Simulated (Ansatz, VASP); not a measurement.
# SiC5 in VASP and in Ansatz

Contents of POSCAR:

```
SiC5
1.0
    2.6972058328      0.0000000000      0.0000000000
   -1.3486029164      2.3358487704      0.0000000000
    0.0000000000      0.0000000000      6.6769875765
C Si
5 1
Direct
    0.0000000000      0.0000000000     -0.0279056134
    0.6666666667      0.3333333333      0.6696755148
    0.3333333333      0.6666666667      0.3656409587
    0.6666666667      0.3333333333      0.8962861346
    0.3333333333      0.6666666667      0.5929510660
    0.0000000000      0.0000000000      0.2533519394
```

File INCAR.step1:

```
PREC = Accurate ; ENCUT = 520
ISMEAR = 0 ; SIGMA = 0.01
LREAL = False ; LASPH = True
NELM = 80 ; NBANDS = 21
GGA = PE ; ALGO = Normal
EDIFF = 1E-4 ; LWAVE = True
LCHARG = False
```

INCAR.step2

```
PREC = Accurate ; ENCUT = 520
EDIFF = 1E-6 ; ISMEAR = 0
SIGMA = 0.01 ; LREAL = False
LASPH = True ; NELM = 80
ALGO = Normal ; ISIF = 2
LWAVE = False ; LCHARG = False
METAGGA = R2SCAN ; LMIXTAU = True
NBANDS = 21 ; ISTART = 1
```

The input KPOINTS:

```
regular mesh
0
Gamma
  9 9 4
```

Input for Ansatz:

```yaml
crystal:
  lattice:
    - [2.6972058328, 0.0, 0.0]
    - [-1.3486029164, 2.3358487704, 0.0]
    - [0.0, 0.0, 6.6769875765]
  atoms:
    - { symbol: C, position: [0.0, 0.0, -0.0279056134] }
    - { symbol: C, position: [0.6666666667, 0.3333333333, 0.6696755148] }
    - { symbol: C, position: [0.3333333333, 0.6666666667, 0.3656409587] }
    - { symbol: C, position: [0.6666666667, 0.3333333333, 0.8962861346] }
    - { symbol: C, position: [0.3333333333, 0.6666666667, 0.592951066] }
    - { symbol: Si, position: [0.0, 0.0, 0.2533519394] }
kpoints:
  mp_grid: { grid: [9, 9, 4] }
hamiltonian:
  xc: r2scan
scf:
  occupations: { method: fixed }
  n_extra_bands: 5
output:
  forces: true
  stress: true
  eigenvalues: true
```

Alike in both runs: task single point; functional r2SCAN; k mesh 9 × 9 × 4; no spin polarisation.

|  | VASP | Ansatz |
| --- | --- | --- |
| version | VASP 6.6.1 | Ansatz 0.2.0 |
| potentials or method | VASP PAW PBE potentials, release 64 (C, Si) | plane waves, PAW |
| plane-wave cutoff (eV) | 520 | 500 |
| occupations | gaussian, width 0.01 eV | fixed |
| valence electrons in the cell | 24 | 24 |

|  | VASP | Ansatz | Ansatz less VASP |
| --- | --- | --- | --- |
| gap on the k mesh at the Fermi level (eV) | 1.83 | 1.82 | -0.006 |
| pressure (GPa) | 11.0 | 10.8 | -0.27 |
| traceless stress, the component that is largest in VASP (GPa) | 0.87 | 1.00 | +0.133 |
| rms of the force components (eV/Å) | 0.092 | 0.097 | +0.0049 |

VASP's potentials were made for PBE, not for r2SCAN. Atom by atom the forces differ by 0.031 eV/Å (rms over components).
